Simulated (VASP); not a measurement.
# InO in VASP: a series of runs

Runs on InO. Level: LDA. Tasks: single point.

Everything below comes from runs of VASP 6.6.1. Logs are shortened: lines on timing, memory, paths and dates and some standing lists are left out, and cuts for length are marked.

## (1) The cell of the first run

The cell holds a slab with vacuum, 4 atoms: a = 3.551 Å, b = 3.551 Å, c = 15.019 Å, α = 90.00°, β = 90.00°, γ = 120.00°.

## (2) Single point, LDA

Input file INCAR:

```
SYSTEM = InO
  PREC = Accurate
  ENCUT = 520
  EDIFF = 1E-7
  ISMEAR = 0
  SIGMA = 0.03
  LREAL = .FALSE.
  LASPH = .TRUE.
  NELM = 60
  ALGO = Normal
  ISIF = 2
  LWAVE = .FALSE.
  LCHARG = .TRUE.
  LELF = .TRUE.
  LVHAR = .TRUE.
  NBANDS = 27
```

Input file KPOINTS:

```
Automatic mesh
0
G
  12 12 4
  0 0 0
```

Input file POSCAR:

```
InO
1.0
    3.5509494950      0.0000000000      0.0000000000
   -1.7754747475      3.0752124702      0.0000000000
    0.0000000000      0.0000000000     15.0186097210
In O
2 2
Direct
    0.6666666667      0.3333333333      0.5900210000
    0.6666666667      0.3333333333      0.4099790000
    0.0000000000      0.0000000000      0.6398670000
    0.0000000000      0.0000000000      0.3601330000
```

Potentials or basis: VASP PAW LDA potentials, release 64 (In_d, O).

Run with:

```
> cat potpaw_LDA.64/In_d/POTCAR potpaw_LDA.64/O/POTCAR > POTCAR
> mpirun -np 1 vasp_std > vasp.out
```

OUTCAR:

```text
SYSTEM = InO
   PREC = Accurate
   ENCUT = 520
   EDIFF = 1E-7
   ISMEAR = 0
   LREAL = .FALSE.
   LASPH = .TRUE.
   NELM = 60
   ISIF = 2

 ion  position               nearest neighbor table
   1  0.667  0.333  0.590-   3 2.18   3 2.18   3 2.18   2 2.70
   2  0.667  0.333  0.410-   4 2.18   4 2.18   4 2.18   1 2.70
   3  0.000  0.000  0.640-   1 2.18   1 2.18   1 2.18
   4  0.000  0.000  0.360-   2 2.18   2 2.18   2 2.18

  LATTYP: Found a hexagonal cell.
 ALAT       =     3.5509494950
 C/A-ratio  =     4.2294630611

  Lattice vectors:

 A1 = (   3.5509494950,   0.0000000000,   0.0000000000)
 A2 = (  -1.7754747475,   3.0752124702,   0.0000000000)
 A3 = (   0.0000000000,   0.0000000000,  15.0186097210)

Analysis of symmetry for initial positions (statically):
=====================================================================
 Subroutine PRICEL returns:
 Original cell was already a primitive cell.

 Routine SETGRP: Setting up the symmetry group for a
 hexagonal supercell.

 Subroutine GETGRP returns: Found 12 space group operations
 (whereof 12 operations were pure point group operations)
 out of a pool of 24 trial point group operations.

The static configuration has the point symmetry D_3h.

Analysis of symmetry for dynamics (positions and initial velocities):
=====================================================================
 Subroutine PRICEL returns:
 Original cell was already a primitive cell.

 Routine SETGRP: Setting up the symmetry group for a
 hexagonal supercell.

 Subroutine GETGRP returns: Found 12 space group operations
 (whereof 12 operations were pure point group operations)
 out of a pool of 24 trial point group operations.

The dynamic configuration has the point symmetry D_3h.

 Subroutine INISYM returns: Found 12 space group operations
 (whereof 12 operations are pure point group operations),
 and found     1 'primitive' translations

----------------------------------------------------------------------------------------

                                     Primitive cell

  volume of cell :     164.0021

  direct lattice vectors                    reciprocal lattice vectors
     3.550949495  0.000000000  0.000000000     0.281614819  0.162590392  0.000000000
    -1.775474747  3.075212470  0.000000000     0.000000000  0.325180783  0.000000000
     0.000000000  0.000000000 15.018609721     0.000000000  0.000000000  0.066584059

  length of vectors
     3.550949495  3.550949495 15.018609721     0.325180783  0.325180783  0.066584059

  position of ions in fractional coordinates (direct lattice)
     0.666666667  0.333333333  0.590021000
     0.666666667  0.333333333  0.409979000
     0.000000000  0.000000000  0.639867000
     0.000000000  0.000000000  0.360133000

  ion indices of the primitive-cell ions
   primitive index   ion index
                 1           1
                 2           2
                 3           3
                 4           4

----------------------------------------------------------------------------------------

 KPOINTS: Automatic mesh

Automatic generation of k-mesh.
 Grid dimensions read from file:
 generate k-points for:   12   12    4

 Generating k-lattice:

  Cartesian coordinates                     Fractional coordinates (reciprocal lattice)
     0.023467902  0.013549199  0.000000000     0.083333333  0.000000000  0.000000000
     0.000000000  0.027098399  0.000000000     0.000000000  0.083333333  0.000000000
     0.000000000  0.000000000  0.016646015     0.000000000  0.000000000  0.250000000

  Length of vectors
     0.027098399  0.027098399  0.016646015

  Shift w.r.t. Gamma in fractional coordinates (k-lattice)
     0.000000000  0.000000000  0.000000000

 Subroutine IBZKPT returns following result:
 ===========================================

 Found     57 irreducible k-points:

 Following reciprocal coordinates:
            Coordinates               Weight
  0.000000  0.000000  0.000000      1.000000
  0.083333  0.000000  0.000000      6.000000
  0.166667  0.000000  0.000000      6.000000
  0.250000  0.000000  0.000000      6.000000
  0.333333  0.000000  0.000000      6.000000
  0.416667  0.000000  0.000000      6.000000
[... 16 lines left out ...]
  0.250000  0.000000  0.250000     12.000000
  0.333333  0.000000  0.250000     12.000000
 [... further k-points ...]
   k-points           NKPTS =     57   k-points in BZ     NKDIM =     57   number of bands    NBANDS=     27
   number of dos      NEDOS =    301   number of ions     NIONS =      4
   total plane-waves  NPLWV =  87808
   dimension x,y,z NGX =    28 NGY =   28 NGZ =  112
   dimension x,y,z NGXF=    56 NGYF=   56 NGZF=  224
   ions per type =               2   2
   NGX,Y,Z   is equivalent  to a cutoff of  13.11, 13.11, 12.40 a.u.
   NGXF,Y,Z  is equivalent  to a cutoff of  26.22, 26.22, 24.80 a.u.
 SYSTEM =  InO
   PREC   = accura    normal or accurate (medium, high low for compatibility)
   ISTART =      0    job   : 0-new  1-cont  2-samecut
   ICHARG =      2    charge: 1-file 2-atom 10-const
   ISPIN  =      1    spin polarized calculation?
   LNONCOLLINEAR =      F non collinear calculations
   LSORBIT =      F    spin-orbit coupling
   LASPH  =      T    aspherical Exc in radial PAW
   ENCUT  =  520.0 eV  38.22 Ry    6.18 a.u.   6.60  6.60 27.92*2*pi/ulx,y,z
   NELM   =     60;   NELMIN=  2; NELMDL= -5     # of ELM steps
   EDIFF  = 0.1E-06   stopping-criterion for ELM
   LREAL  =      F    real-space projection
   EDIFFG = 0.1E-05   stopping-criterion for IOM
   NSW    =      0    number of steps for IOM
   IBRION =     -1    ionic relax: 0-MD 1-quasi-New 2-CG
   NFREE  =      0    steps in history (QN), initial steepest desc. (CG)
   ISIF   =      2    stress and relaxation
   ISYM   =      2    0-nonsym 1-usesym 2-fastsym
   POTIM  = 0.5000    time-step for ionic-motion
   TEBEG  =    0.0;   TEEND  =   0.0 temperature during run
   PSTRESS=    0.0 pullay stress
   NELECT =      38.0000    total number of electrons
   NUPDOWN=      -1.0000    fix difference up-down
   EMIN   =  10.00;   EMAX   =-10.00  energy-range for DOS
   EFERMI =   0.00;   METHOD = LEGACY
   ISMEAR =     0;   SIGMA  =   0.03  broadening in eV -4-tet -1-fermi 0-gaus
   EFERMI_NEDOS =   21; number of points for ismear=-14 and -15
   IALGO  =     38    algorithm
   IMIX   =      4    mixing-type and parameters
     AMIX     =   0.40;   BMIX     =  1.00
     AMIX_MAG =   1.60;   BMIX_MAG =  1.00
  volume/ion in A,a.u.               =      41.00       276.69
  Fermi-wavevector in a.u.,A,eV,Ry     =   1.005510  1.900138 13.756166  1.011050
  Thomas-Fermi vector in A             =   2.138194
   LORBIT       =      0    0 simple, 1 ext, 2 COOP (PROOUT), +10 PAW based schemes
   GGA     = CA    functional components
   LHFCALC =     F    Hartree Fock is set to
   AEXX    =    0.0000 exact exchange contribution
   IVDW    =     0    specifies the selected vdW correction
   LEPSILON=     F    determine dielectric tensor
   LRPA    =     F    only Hartree local field effects (RPA)
 non-spin polarized calculation
 Gauss-broadening in eV      SIGMA  =   0.03
  energy-cutoff  :      520.00
  volume of cell :      164.00
 maximum number of plane-waves:      4496
 NGX is ok and might be reduce to    28

 number of electron      38.0000014 magnetization

 Free energy of the ion-electron system (eV)
  ---------------------------------------------------
  ext. energy  EPLUGINS =         0.00000000
  ---------------------------------------------------
  free energy    TOTEN  =       -21.87564418 eV

  energy without entropy =      -21.87564418  energy(sigma->0) =      -21.87564418

 E-fermi :  -1.8605     XC(G=0):  -5.1442

 val. band max:       -2.0526708961   @ k =   0.2500   0.1667   0.2500
 cond. band min:      -1.7259224136   @ k =   0.0000   0.0000   0.5000
 fundamental gap:      0.3267484825
 Fermi energy:        -1.8604532010

 k-point     1 :       0.0000    0.0000    0.0000
  band No.  band energies     occupation
      1     -19.0056      2.00000
      2     -18.9728      2.00000
      3     -15.5062      2.00000
      4     -15.4071      2.00000
      5     -15.4071      2.00000
      6     -15.3271      2.00000
[... 19 lines left out ...]
     26       6.7441      0.00000
     27       6.7820      0.00000

 k-point     2 :       0.0833    0.0000    0.0000
  band No.  band energies     occupation
      1     -18.9963      2.00000
      2     -18.9651      2.00000
      3     -15.5441      2.00000
      4     -15.3964      2.00000
      5     -15.3371      2.00000
      6     -15.3115      2.00000
[... 19 lines left out ...]
     26       6.8402      0.00000
     27       6.8403      0.00000

 k-point     3 :       0.1667    0.0000    0.0000
  band No.  band energies     occupation
      1     -18.9730      2.00000
      2     -18.9455      2.00000
      3     -15.5801      2.00000
      4     -15.3731      2.00000
      5     -15.2735      2.00000
      6     -15.2690      2.00000
[... 19 lines left out ...]
     26       6.6680      0.00000
     27       7.1054      0.00000

 k-point     4 :       0.2500    0.0000    0.0000
  band No.  band energies     occupation
      1     -18.9458      2.00000
      2     -18.9226      2.00000
      3     -15.5921      2.00000
      4     -15.3565      2.00000
      5     -15.3018      2.00000
      6     -15.2118      2.00000
[... 19 lines left out ...]
     26       6.0454      0.00000
     27       7.4453      0.00000
[... 516 lines left out ...]
      4     -15.3731      2.00000
      5     -15.2735      2.00000
      6     -15.2690      2.00000
[... 19 lines left out ...]
     26       6.3964      0.00000
     27       6.8990      0.00000

 k-point    23 :       0.2500    0.0000    0.2500
  band No.  band energies     occupation
      1     -18.9457      2.00000
      2     -18.9226      2.00000
      3     -15.5921      2.00000
      4     -15.3565      2.00000
      5     -15.3018      2.00000
      6     -15.2118      2.00000
[... 19 lines left out ...]
     26       6.0454      0.00000
     27       6.9443      0.00000

 k-point    24 :       0.3333    0.0000    0.2500
  band No.  band energies     occupation
      1     -18.9240      2.00000
      2     -18.9040      2.00000
      3     -15.5888      2.00000
      4     -15.3528      2.00000
      5     -15.3302      2.00000
      6     -15.1579      2.00000
[... 19 lines left out ...]
     26       6.3566      0.00000
     27       7.3282      0.00000

 [... further k-points ...]

------------------------ aborting loop because EDIFF is reached ----------------------------------------

  FORCE on cell =-STRESS in cart. coord.  units (eV):
  Direction    XX          YY          ZZ          XY          YZ          ZX
  --------------------------------------------------------------------------------------
  -------------------------------------------------------------------------------------
  Total       -6.0985665     -6.0985665      0.2380148      0.0000000     -0.0000000      0.0000000
  in kB      -59.5784211    -59.5784211      2.3252265      0.0000000     -0.0000000      0.0000000
  external PRESSURE =     -38.9438719 kB  Pullay stress =       0.0000000 kB

 VOLUME and BASIS-vectors are now :
 -----------------------------------------------------------------------------
  energy-cutoff  :      520.00
  volume of cell :      164.00
      direct lattice vectors                 reciprocal lattice vectors
     3.550949495  0.000000000  0.000000000     0.281614819  0.162590392  0.000000000
    -1.775474747  3.075212470  0.000000000     0.000000000  0.325180783  0.000000000
     0.000000000  0.000000000 15.018609721     0.000000000  0.000000000  0.066584059

 POSITION                                       TOTAL-FORCE (eV/Angst)
 -----------------------------------------------------------------------------------
      1.77547      1.02507      8.86130         0.000000     -0.000000      1.015923
      1.77547      1.02507      6.15731         0.000000     -0.000000     -1.015923
      0.00000      0.00000      9.60991        -0.000000      0.000000     -0.581752
      0.00000      0.00000      5.40870        -0.000000      0.000000      0.581752
 -----------------------------------------------------------------------------------
    total drift:                                0.000000     -0.000000      0.000000

  FREE ENERGIE OF THE ION-ELECTRON SYSTEM (eV)
  ---------------------------------------------------
  free  energy   TOTEN  =       -21.8756441842 eV

  energy  without entropy=      -21.8756441842  energy(sigma->0) =      -21.87564418
```

Wall time 3.6 min (1 thread of Intel Xeon Platinum 8488C (Sapphire Rapids), shared host); peak memory 0.36 GiB.

What came out:

```
Free energy            : -21.8756 eV
Largest force          : 1.016 eV/Å
Band gap on the k mesh : 0.33 eV (least direct gap 0.87 eV)
```

Forces in eV/Å, atoms in the order of the input:
```
In   0.000  0.000  1.016
In   0.000  0.000 -1.016
O    0.000  0.000 -0.582
O    0.000  0.000  0.582
```

Levels at points of the mesh, in eV from the valence-band top:
| k point | band 15 | band 16 | band 17 | band 18 | band 19 | band 20 | band 21 | band 22 | band 23 | band 24 |
| --- | --- | --- | --- | --- | --- | --- | --- | --- | --- | --- |
| (0.00, 0.00, 0.00) | -1.58 | -1.58 | -1.53 | -1.53 | -0.54 | 0.33 | 3.31 | 6.59 | 6.61 | 8.52 |
| (0.50, 0.00, 0.00) | -2.46 | -2.36 | -2.31 | -1.55 | -0.16 | 2.38 | 4.00 | 5.75 | 6.43 | 7.81 |
| (0.00, 0.00, 0.50) | -1.58 | -1.58 | -1.53 | -1.53 | -0.54 | 0.33 | 3.31 | 6.32 | 7.12 | 7.89 |
| (0.50, 0.00, 0.50) | -2.46 | -2.36 | -2.31 | -1.55 | -0.16 | 2.38 | 4.00 | 5.75 | 6.43 | 7.81 |

Caveat: there is no dipole correction, which matters where the two faces differ; spin-orbit coupling is left out, which moves the levels of the heavy elements.

## (3) Single point, LDA

This run uses another cell than the first one, of the same volume but with other edges.

Input file INCAR:

```
PREC = Accurate
ENCUT = 520
EDIFF = 1E-6
ISMEAR = 0
SIGMA = 0.03
LREAL = F
LASPH = T
NELM = 80
ALGO = Normal
ISIF = 2
LWAVE = F
LCHARG = T
LELF = T
LVHAR = T
NBANDS = 27
```

Input file KPOINTS:

```
regular mesh
0
Gamma
  12 12 4
```

Input file POSCAR:

```
InO
1.0
    3.5009294590      0.0000000000      0.0000000000
   -1.7504647295      3.0318938484      0.0000000000
    0.0000000000      0.0000000000     15.4508366886
In O
2 2
Direct
    0.6666666667      0.3333333333      0.5900210000
    0.6666666667      0.3333333333      0.4099790000
    0.0000000000      0.0000000000      0.6398670000
    0.0000000000      0.0000000000      0.3601330000
```

Potentials or basis: VASP PAW LDA potentials, release 64 (In_d, O).

Run with:

```
> cat potpaw_LDA.64/In_d/POTCAR potpaw_LDA.64/O/POTCAR > POTCAR
> mpirun -np 1 vasp_std > vasp.out
```

Wall time 3.8 min (1 thread of Intel Xeon Platinum 8488C (Sapphire Rapids), shared host); peak memory 0.37 GiB.

Results (log left out):

```yaml
Free_energy: -22.0200 eV
Largest_force: 0.563 eV/Å
Band_gap_on_the_k_mesh: 0.37 eV (least direct gap 0.94 eV)
```

Forces on the atoms (eV/Å):
```
In   0.000  0.000  0.544
In   0.000  0.000 -0.544
O    0.000  0.000 -0.563
O    0.000  0.000  0.563
```

Levels at points of the mesh, in eV from the valence-band top:
```
           k point  band 15  band 16  band 17  band 18  band 19  band 20  band 21  band 22  band 23  band 24
(0.00, 0.00, 0.00)    -1.59    -1.59    -1.55    -1.55    -0.57     0.37     3.30     6.57     6.63     8.54
(0.50, 0.00, 0.00)    -2.49    -2.42    -2.36    -1.69    -0.14     2.40     4.08     5.57     6.64     8.06
(0.00, 0.00, 0.50)    -1.59    -1.59    -1.55    -1.55    -0.57     0.37     3.30     6.34     7.11     7.73
(0.50, 0.00, 0.50)    -2.49    -2.42    -2.36    -1.69    -0.14     2.40     4.08     5.57     6.64     8.06
```

Caveat: there is no dipole correction, which matters where the two faces differ; spin-orbit coupling is left out, which moves the levels of the heavy elements.

## (4) Single point, LDA

This run uses another cell than the first one, of the same volume but with other edges.

Input file INCAR:

```
SYSTEM = InO
ALGO = Normal
EDIFF = 1E-6
ENCUT = 520
GGA = CA
ISIF = 2
ISMEAR = 0
LASPH = .True.
LCHARG = .False.
LREAL = .False.
LWAVE = .False.
NBANDS = 27
NELM = 80
PREC = Accurate
SIGMA = 0.03
```

Input file KPOINTS:

```
k-points
0
Gamma
  12 12 4
  0 0 0
```

Input file POSCAR:

```
InO
1.0
    3.3979006105      0.0000000000      0.0000000000
   -1.6989503053      2.9426682482      0.0000000000
    0.0000000000      0.0000000000     16.4020216013
In O
2 2
Direct
    0.6666666667      0.3333333333      0.5900210000
    0.6666666667      0.3333333333      0.4099790000
    0.0000000000      0.0000000000      0.6398670000
    0.0000000000      0.0000000000      0.3601330000
```

Run with:

```
> cat potpaw_LDA.64/In_d/POTCAR potpaw_LDA.64/O/POTCAR > POTCAR
> mpirun -np 1 vasp_std > vasp.out
```

It took 3.8 min on 1 thread of Intel Xeon Platinum 8488C (Sapphire Rapids), shared host; peak memory 0.38 GiB.

Results (log left out):

```yaml
Free_energy: -22.1015 eV
Largest_force: 0.491 eV/Å
Band_gap_on_the_k_mesh: 0.14 eV (least direct gap 1.08 eV)
```

Forces on the atoms (eV/Å):
```
In   0.000  0.000 -0.216
In   0.000  0.000  0.216
O    0.000  0.000 -0.491
O    0.000  0.000  0.491
```

Levels at points of the mesh, in eV from the valence-band top:
```tsv
k point	band 15	band 16	band 17	band 18	band 19	band 20	band 21	band 22	band 23	band 24
(0.00, 0.00, 0.00)	-1.87	-1.87	-1.84	-1.84	-0.93	0.14	3.06	6.18	6.47	7.76
(0.50, 0.00, 0.00)	-2.80	-2.79	-2.71	-2.25	-0.32	2.19	3.87	4.91	6.82	8.35
(0.00, 0.00, 0.50)	-1.87	-1.87	-1.84	-1.84	-0.93	0.14	3.06	6.07	6.86	7.16
(0.50, 0.00, 0.50)	-2.80	-2.79	-2.71	-2.25	-0.32	2.19	3.87	4.91	6.82	8.35
```

Caveat: there is no dipole correction, which matters where the two faces differ; spin-orbit coupling is left out, which moves the levels of the heavy elements.

## (5) Overview

| cell | gap on the mesh (eV) | largest force (eV/Å) |
| --- | --- | --- |
| a = 3.551, b = 3.551, c = 15.019 Å, angles 90.0, 90.0, 120.0°, 4 atoms | 0.33 | 1.02 |
| a = 3.501, b = 3.501, c = 15.451 Å, angles 90.0, 90.0, 120.0°, 4 atoms | 0.37 | 0.56 |
| a = 3.398, b = 3.398, c = 16.402 Å, angles 90.0, 90.0, 120.0°, 4 atoms | 0.14 | 0.49 |

Alike in all rows: task single point; level LDA; potentials or basis VASP PAW LDA potentials, release 64 (In_d, O); no spin polarisation; k mesh 12 × 12 × 4; cutoff (eV) 520; smearing gaussian 0.03 eV.

Caveats: there is no dipole correction, which matters where the two faces differ; spin-orbit coupling is left out, which moves the levels of the heavy elements.

Total energies depend on the potentials used, so only differences within one code and one set of settings carry meaning.
